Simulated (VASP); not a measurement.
# GaAs (F-43m) in VASP: single point with HSE06

Aim: the single point of GaAs with HSE06.

Program: VASP 6.6.1. These are calculated values, not measurements. Logs are shortened: lines on timing, memory, paths and dates and some standing lists are left out, and cuts for length are marked.

## (1) The cell of the first run

Symmetry: F-43m, No. 216, cubic system. The conventional cell has a = 5.666 Å, b = 5.666 Å, c = 5.666 Å, α = 90.00°, β = 90.00°, γ = 90.00°. Within 3.2 Å of Ga (site symmetry -43m) lie 4 As at 2.45 Å. As (site symmetry -43m) has 4 Ga at 2.45 Å within 3.2 Å.

## (2) Single point, HSE06

POSCAR

```
GaAs
1.0
    0.0000000000      2.8330850957      2.8330850957
    2.8330850957      0.0000000000      2.8330850957
    2.8330850957      2.8330850957      0.0000000000
Ga As
1 1
Direct
    0.0000000000      0.0000000000      0.0000000000
    0.2500000000      0.2500000000      0.2500000000
```

INCAR.step1

```
SYSTEM = GaAs
ALGO = Normal
EDIFF = 1E-5
ENCUT = 520
GGA = PE
ISIF = 2
ISMEAR = 0
LASPH = .TRUE.
LCHARG = .FALSE.
LREAL = .FALSE.
LWAVE = .TRUE.
NBANDS = 16
NELM = 60
PREC = Accurate
SIGMA = 0.01
```

INCAR.step2

```
SYSTEM = GaAs
ALGO = Normal
EDIFF = 1E-6
ENCUT = 520
GGA = PE
HFSCREEN = 0.2079
ISIF = 2
ISMEAR = 0
ISTART = 1
LASPH = .TRUE.
LCHARG = .FALSE.
LHFCALC = .TRUE.
LREAL = .FALSE.
LWAVE = .FALSE.
NBANDS = 16
NELM = 60
PREC = Accurate
PRECFOCK = Normal
SIGMA = 0.01
```

KPOINTS

```
k-points
0
G
  6 6 6
  0 0 0
```

Potentials or basis: VASP PAW PBE potentials, release 64 (Ga_d, As).

On the command line:

```sh
> cat potpaw_PBE.64/Ga_d/POTCAR potpaw_PBE.64/As/POTCAR > POTCAR
> cp INCAR.step1 INCAR
> mpirun -np 1 vasp_std > vasp.out
> cp INCAR.step2 INCAR
> mpirun -np 1 vasp_std > vasp.out
```

OUTCAR:

```text
SYSTEM = GaAs
   EDIFF = 1E-6
   ENCUT = 520
   GGA = PE
   HFSCREEN = 0.2079
   ISIF = 2
   ISMEAR = 0
   ISTART = 1
   LASPH = .TRUE.
   LHFCALC = .TRUE.
   LREAL = .FALSE.
   NELM = 60
   PREC = Accurate
   PRECFOCK = Normal

 ion  position               nearest neighbor table
   1  0.000  0.000  0.000-   2 2.45   2 2.45   2 2.45   2 2.45
   2  0.250  0.250  0.250-   1 2.45   1 2.45   1 2.45   1 2.45

  LATTYP: Found a face centered cubic cell.
 ALAT       =     5.6661701914

  Lattice vectors:

 A1 = (   0.0000000000,   2.8330850957,   2.8330850957)
 A2 = (   2.8330850957,   0.0000000000,   2.8330850957)
 A3 = (   2.8330850957,   2.8330850957,   0.0000000000)

Analysis of symmetry for initial positions (statically):
=====================================================================
 Subroutine PRICEL returns:
 Original cell was already a primitive cell.

 Routine SETGRP: Setting up the symmetry group for a
 face centered cubic supercell.

 Subroutine GETGRP returns: Found 24 space group operations
 (whereof 24 operations were pure point group operations)
 out of a pool of 48 trial point group operations.

The static configuration has the point symmetry T_d .

Analysis of symmetry for dynamics (positions and initial velocities):
=====================================================================
 Subroutine PRICEL returns:
 Original cell was already a primitive cell.

 Routine SETGRP: Setting up the symmetry group for a
 face centered cubic supercell.

 Subroutine GETGRP returns: Found 24 space group operations
 (whereof 24 operations were pure point group operations)
 out of a pool of 48 trial point group operations.

The dynamic configuration has the point symmetry T_d .

 Subroutine INISYM returns: Found 24 space group operations
 (whereof 24 operations are pure point group operations),
 and found     1 'primitive' translations

----------------------------------------------------------------------------------------

                                     Primitive cell

  volume of cell :      45.4788

  direct lattice vectors                    reciprocal lattice vectors
     0.000000000  2.833085096  2.833085096    -0.176486051  0.176486051  0.176486051
     2.833085096  0.000000000  2.833085096     0.176486051 -0.176486051  0.176486051
     2.833085096  2.833085096  0.000000000     0.176486051  0.176486051 -0.176486051

  length of vectors
     4.006587366  4.006587366  4.006587366     0.305682807  0.305682807  0.305682807

  position of ions in fractional coordinates (direct lattice)
     0.000000000  0.000000000  0.000000000
     0.250000000  0.250000000  0.250000000

  ion indices of the primitive-cell ions
   primitive index   ion index
                 1           1
                 2           2

----------------------------------------------------------------------------------------

 KPOINTS: k-points

Automatic generation of k-mesh.
 Grid dimensions read from file:
 generate k-points for:    6    6    6

 Generating k-lattice:

  Cartesian coordinates                     Fractional coordinates (reciprocal lattice)
    -0.029414342  0.029414342  0.029414342     0.166666667  0.000000000  0.000000000
     0.029414342 -0.029414342  0.029414342     0.000000000  0.166666667  0.000000000
     0.029414342  0.029414342 -0.029414342     0.000000000  0.000000000  0.166666667

  Length of vectors
     0.050947134  0.050947134  0.050947134

  Shift w.r.t. Gamma in fractional coordinates (k-lattice)
     0.000000000  0.000000000  0.000000000

 Subroutine IBZKPT returns following result:
 ===========================================

 Found     16 irreducible k-points:

 Following reciprocal coordinates:
            Coordinates               Weight
  0.000000  0.000000  0.000000      1.000000
  0.166667  0.000000  0.000000      8.000000
  0.333333  0.000000  0.000000      8.000000
  0.500000  0.000000  0.000000      4.000000
  0.166667  0.166667  0.000000      6.000000
  0.333333  0.166667  0.000000     24.000000
[... 8 lines left out ...]
 -0.333333  0.333333  0.166667     24.000000
 -0.333333  0.500000  0.166667     12.000000
   k-points           NKPTS =     16   k-points in BZ     NKDIM =    216   number of bands    NBANDS=     16
   number of dos      NEDOS =    301   number of ions     NIONS =      2
   total plane-waves  NPLWV =  27000
   dimension x,y,z NGX =    30 NGY =   30 NGZ =   30
   dimension x,y,z NGXF=    60 NGYF=   60 NGZF=   60
   ions per type =               1   1
   NGX,Y,Z   is equivalent  to a cutoff of  12.45, 12.45, 12.45 a.u.
   NGXF,Y,Z  is equivalent  to a cutoff of  24.90, 24.90, 24.90 a.u.
 SYSTEM =  GaAs
   PREC   = accura    normal or accurate (medium, high low for compatibility)
   ISTART =      1    job   : 0-new  1-cont  2-samecut
   ICHARG =      0    charge: 1-file 2-atom 10-const
   ISPIN  =      1    spin polarized calculation?
   LNONCOLLINEAR =      F non collinear calculations
   LSORBIT =      F    spin-orbit coupling
   LASPH  =      T    aspherical Exc in radial PAW
   ENCUT  =  520.0 eV  38.22 Ry    6.18 a.u.   7.45  7.45  7.45*2*pi/ulx,y,z
   NELM   =     60;   NELMIN=  2; NELMDL=  0     # of ELM steps
   EDIFF  = 0.1E-05   stopping-criterion for ELM
   LREAL  =      F    real-space projection
   EDIFFG = 0.1E-04   stopping-criterion for IOM
   NSW    =      0    number of steps for IOM
   IBRION =     -1    ionic relax: 0-MD 1-quasi-New 2-CG
   NFREE  =      0    steps in history (QN), initial steepest desc. (CG)
   ISIF   =      2    stress and relaxation
   ISYM   =      3    0-nonsym 1-usesym 2-fastsym
   POTIM  = 0.5000    time-step for ionic-motion
   TEBEG  =    0.0;   TEEND  =   0.0 temperature during run
   PSTRESS=    0.0 pullay stress
   NELECT =      18.0000    total number of electrons
   NUPDOWN=      -1.0000    fix difference up-down
   EMIN   =  10.00;   EMAX   =-10.00  energy-range for DOS
   EFERMI =   0.00;   METHOD = LEGACY
   ISMEAR =     0;   SIGMA  =   0.01  broadening in eV -4-tet -1-fermi 0-gaus
   EFERMI_NEDOS =   21; number of points for ismear=-14 and -15
   IALGO  =     38    algorithm
   IMIX   =      1    mixing-type and parameters
     AMIX     =   0.40;   BMIX     =  1.00
     AMIX_MAG =   1.60;   BMIX_MAG =  1.00
  volume/ion in A,a.u.               =      22.74       153.45
  Fermi-wavevector in a.u.,A,eV,Ry     =   1.201977  2.271407 19.656990  1.444748
  Thomas-Fermi vector in A             =   2.337771
   LORBIT       =      0    0 simple, 1 ext, 2 COOP (PROOUT), +10 PAW based schemes
   GGA     = PE    functional components
   LHFCALC =     T    Hartree Fock is set to
   PRECFOCK=normal    Normal, Fast or Accurate (Low or Medium for compatibility)
   ENCUT4O =  -1.0   cutoff for four orbital integrals eV
   NKREDX  =     1    reduce k-point grid by
   NKREDY  =     1    reduce k-point grid by
   NKREDZ  =     1    reduce k-point grid by
   AEXX    =    0.2500 exact exchange contribution
   HFSCREEN=    0.2079 screening length (either q_TF or 0.3 A-1)
   HFSCREENC=   0.2079 screening length for correlation (either q_TF or 0.3 A-1)
   ENCUTFOCK=  -1.0 apply spherical cutoff to Coloumb kernel
   IVDW    =     0    specifies the selected vdW correction
   LEPSILON=     F    determine dielectric tensor
   LRPA    =     F    only Hartree local field effects (RPA)
 non-spin polarized calculation
 Gauss-broadening in eV      SIGMA  =   0.01
  energy-cutoff  :      520.00
  volume of cell :       45.48
 maximum number of plane-waves:      1243
 NGX is ok and might be reduce to    30
  NGX = 24; NGY = 24; NGZ = 24

 number of electron      17.9999990 magnetization

 Free energy of the ion-electron system (eV)
  ---------------------------------------------------
  ext. energy  EPLUGINS =         0.00000000
  ---------------------------------------------------
  free energy    TOTEN  =        -9.84766261 eV

  energy without entropy =       -9.84766261  energy(sigma->0) =       -9.84766261

 E-fermi :   3.5598     XC(G=0):  -7.9432

 val. band max:        3.4474044659   @ k =   0.0000   0.0000   0.0000
 cond. band min:       4.8074728225   @ k =   0.0000   0.0000   0.0000
 fundamental gap:      1.3600683566
 Fermi energy:         3.5597550620

 k-point     1 :       0.0000    0.0000    0.0000
  band No.  band energies     occupation
      1     -13.9136      2.00000
      2     -13.9136      2.00000
      3     -13.9136      2.00000
      4     -13.8343      2.00000
      5     -13.8343      2.00000
      6     -10.4639      2.00000
[... 8 lines left out ...]
     15      14.5212      0.00000
     16      14.5212      0.00000

 k-point     2 :       0.1667    0.0000    0.0000
  band No.  band energies     occupation
      1     -13.9271      2.00000
      2     -13.9084      2.00000
      3     -13.9083      2.00000
      4     -13.8345      2.00000
      5     -13.8345      2.00000
      6     -10.1228      2.00000
[... 8 lines left out ...]
     15      13.3885      0.00000
     16      13.3956      0.00000

 k-point     3 :       0.3333    0.0000    0.0000
  band No.  band energies     occupation
      1     -13.9529      2.00000
      2     -13.8993      2.00000
      3     -13.8993      2.00000
      4     -13.8334      2.00000
      5     -13.8334      2.00000
      6      -9.2325      2.00000
[... 8 lines left out ...]
     15      14.0765      0.00000
     16      14.0765      0.00000

 k-point     4 :       0.5000    0.0000    0.0000
  band No.  band energies     occupation
      1     -13.9652      2.00000
      2     -13.8957      2.00000
      3     -13.8957      2.00000
      4     -13.8319      2.00000
      5     -13.8319      2.00000
      6      -8.5657      2.00000
[... 8 lines left out ...]
     15      16.4483      0.00000
     16      16.4483      0.00000
[... 172 lines left out ...]
 k-point    14 :       0.5000    0.3333    0.1667
  band No.  band energies     occupation
      1     -13.9722      2.00000
      2     -13.8893      2.00000
      3     -13.8833      2.00000
      4     -13.8433      2.00000
      5     -13.8295      2.00000
      6      -8.5110      2.00000
[... 8 lines left out ...]
     15      15.6924      0.00000
     16      17.7519      0.00000

 k-point    15 :      -0.3333    0.3333    0.1667
  band No.  band energies     occupation
      1     -13.9774      2.00000
      2     -13.8888      2.00000
      3     -13.8787      2.00000
      4     -13.8417      2.00000
      5     -13.8315      2.00000
      6      -7.9643      2.00000
[... 8 lines left out ...]
     15      16.7351      0.00000
     16      17.3660      0.00000

 k-point    16 :      -0.3333    0.5000    0.1667
  band No.  band energies     occupation
      1     -13.9856      2.00000
      2     -13.8820      2.00000
      3     -13.8727      2.00000
      4     -13.8479      2.00000
      5     -13.8284      2.00000
      6      -7.7102      2.00000
[... 8 lines left out ...]
     15      16.8528      0.00000
     16      17.9075      0.00000

------------------------ aborting loop because EDIFF is reached ----------------------------------------

  FORCE on cell =-STRESS in cart. coord.  units (eV):
  Direction    XX          YY          ZZ          XY          YZ          ZX
  --------------------------------------------------------------------------------------
  -------------------------------------------------------------------------------------
  Total        0.1394763      0.1394763      0.1394763      0.0000000     -0.0000000      0.0000000
  in kB        4.9136278      4.9136278      4.9136278      0.0000000     -0.0000000      0.0000000
  external PRESSURE =       4.9136278 kB  Pullay stress =       0.0000000 kB

 VOLUME and BASIS-vectors are now :
 -----------------------------------------------------------------------------
  energy-cutoff  :      520.00
  volume of cell :       45.48
      direct lattice vectors                 reciprocal lattice vectors
     0.000000000  2.833085096  2.833085096    -0.176486051  0.176486051  0.176486051
     2.833085096  0.000000000  2.833085096     0.176486051 -0.176486051  0.176486051
     2.833085096  2.833085096  0.000000000     0.176486051  0.176486051 -0.176486051

 POSITION                                       TOTAL-FORCE (eV/Angst)
 -----------------------------------------------------------------------------------
      0.00000      0.00000      0.00000         0.000000      0.000000      0.000000
      1.41654      1.41654      1.41654        -0.000000     -0.000000     -0.000000
 -----------------------------------------------------------------------------------
    total drift:                               -0.000039     -0.000038     -0.000028

  FREE ENERGIE OF THE ION-ELECTRON SYSTEM (eV)
  ---------------------------------------------------
  free  energy   TOTEN  =        -9.8476626124 eV

  energy  without entropy=       -9.8476626124  energy(sigma->0) =       -9.84766261
```

It took 54 min on 1 thread of Intel Xeon 8259CL, shared host; peak memory 0.3 GiB.

Results:

```yaml
Free_energy: -9.8477 eV
Pressure: 0.5 GPa
Band_gap_on_the_k_mesh: 1.36 eV
```

Levels at points of the mesh, in eV from the valence-band top:
```csv
k point,band 6,band 7,band 8,band 9,band 10,band 11,band 12,band 13
"(0.00, 0.00, 0.00)",-13.91,0.00,0.00,0.00,1.36,4.54,4.54,4.54
"(0.50, 0.00, 0.00)",-12.01,-7.16,-1.22,-1.22,1.74,5.46,5.46,8.64
"(0.50, 0.50, 0.00)",-11.20,-7.34,-2.88,-2.88,2.08,2.34,11.46,11.46
```

Caveat: the PAW data sets were made with another functional, which shifts forces and pressure a little. A k mesh can miss the band edges.
